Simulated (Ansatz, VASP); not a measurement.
## Mg3BeTe4 in VASP and in Ansatz

```
CELL_PARAMETERS angstrom
6.30088 0.00000 0.00000
0.00000 6.30088 0.00000
0.00000 0.00000 6.30088
ATOMIC_POSITIONS crystal
Mg 0.50000 0.00000 0.50000
Mg 0.00000 0.50000 0.50000
Mg 0.50000 0.50000 0.00000
Be 0.00000 0.00000 0.00000
Te 0.22968 0.77032 0.77032
Te 0.77032 0.77032 0.22968
Te 0.77032 0.22968 0.77032
Te 0.22968 0.22968 0.22968
```

Alike in both runs: functional PBE; k mesh 3 × 3 × 3; occupations gaussian, width 0.2 eV; no spin polarisation.

Ansatz relaxed the structure, and its values are those at the end. VASP's run is a single point on that final structure, the one shown.

|  | VASP | Ansatz |
| --- | --- | --- |
| version | VASP 6.6.1 | Ansatz 0.2.0 |
| potentials or method | VASP PAW PBE potentials, release 64 (Mg, Be, Te), cutoff 520 eV | scalar-relativistic, plane waves, PAW |
| valence electrons in the cell | 32 | 96 |

VASP gave:

- gap on the k mesh at the Fermi level (eV): 2.33
- least direct gap on the mesh (eV): 2.33
- pressure (GPa): 0.0
- rms of the force components (eV/Å): 0.004

**Question.** What did Ansatz give for the same quantities?

**Answer.** gap on the k mesh at the Fermi level (eV): 2.34; least direct gap on the mesh (eV): 2.34; pressure (GPa): -0.1; rms of the force components (eV/Å): 0.001.

With one functional, cell and mesh, what is left measures potentials, basis and numerics. VASP's potentials hold 32 valence electrons a cell and Ansatz's 96, so a difference there can come from the potentials and not from the codes.

Neither program's run includes spin-orbit coupling.
